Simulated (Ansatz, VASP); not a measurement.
**Cs in VASP and in Ansatz**

The input INCAR:

```
PREC     = Accurate       # precision mode
ENCUT    = 520            # plane-wave cutoff, eV
EDIFF    = 1E-7           # SCF threshold, eV
ISMEAR   = -1             # smearing method
SIGMA    = 0.08           # smearing width, eV
LREAL    = F              # projectors in reciprocal space
LASPH    = T              # aspherical terms in the spheres
NELM     = 60             # most SCF steps
ALGO     = Normal         # electronic algorithm
ISIF     = 2              # what is computed and relaxed
LWAVE    = F              # write WAVECAR
LCHARG   = F              # write CHGCAR
NBANDS   = 16             # bands
```

KPOINTS

```
Automatic mesh
0
Gamma
  7 7 7
```

POSCAR

```
Cs
1.0
    0.0000000000      4.4753271527      4.4753271527
    4.4753271527      0.0000000000      4.4753271527
    4.4753271527      4.4753271527      0.0000000000
Cs
2
Direct
   -0.1250000000     -0.1250000000     -0.1250000000
    0.1250000000      0.1250000000      0.1250000000
```

Input for Ansatz:

```yaml
crystal:
  lattice:
    - [0.0, 4.4753271527, 4.4753271527]
    - [4.4753271527, 0.0, 4.4753271527]
    - [4.4753271527, 4.4753271527, 0.0]
  atoms:
    - { symbol: Cs, position: [-0.125, -0.125, -0.125] }
    - { symbol: Cs, position: [0.125, 0.125, 0.125] }
kpoints:
  mp_grid: { grid: [7, 7, 7] }
scf:
  occupations: { method: fermi_dirac, width: 0.08 }
hamiltonian:
  xc: lda
  pseudopotentials: { kind: all_electron, lapw: { basis_error: 0.001 } }
output:
  forces: true
  stress: true
  eigenvalues: true
  populations: true
```

Change from the starting cell: volume scaled by 0.58, LAPW.

Alike in both runs: task single point; functional LDA; k mesh 7 × 7 × 7; occupations fermi-dirac, width 0.08 eV; no spin polarisation.

|  | VASP | Ansatz |
| --- | --- | --- |
| version | VASP 6.6.1 | Ansatz 0.2.0 |
| potentials or method | VASP PAW LDA potentials, release 64 (Cs_sv), cutoff 520 eV | all-electron LAPW, scalar-relativistic |

|  | VASP | Ansatz | Ansatz less VASP |
| --- | --- | --- | --- |
| pressure (GPa) | 0.5 | 0.6 | +0.02 |

LDA's correlation is that of Perdew and Zunger in VASP and of Perdew and Wang (1992) in Ansatz. Ansatz ran all-electron here, and VASP with PAW potentials.

Neither program's run includes spin-orbit coupling.
